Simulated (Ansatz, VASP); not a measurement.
GaSb in VASP and in Ansatz

```
Sb Ga
1.0
     0.00000    3.05900    3.05900
     3.05900    0.00000    3.05900
     3.05900    3.05900    0.00000
Sb Ga
1 1
Cartesian
  4.5885 4.5885 4.5885
  0.0000 0.0000 0.0000
```

Alike in both runs: task single point; functional PBE; k mesh 8 × 8 × 8; occupations gaussian, width 0.019 eV; no spin polarisation.

|  | VASP | Ansatz |
| --- | --- | --- |
| version | VASP 6.6.1 | Ansatz 0.2.0 |
| potentials or method | VASP PAW PBE potentials, release 64 (Sb, Ga_d), cutoff 520 eV | all-electron LAPW, scalar-relativistic |

VASP gave:

| Quantity | Value |
| --- | --- |
| gap on the k mesh at the Fermi level (eV) | 0.04 |
| least direct gap on the mesh (eV) | 0.04 |
| pressure (GPa) | 2.4 |

Estimate Ansatz's values.

gap on the k mesh at the Fermi level (eV): 0.04; least direct gap on the mesh (eV): 0.04; pressure (GPa): 2.3.

Ansatz ran all-electron here, and VASP with PAW potentials.

Neither program's run includes spin-orbit coupling.
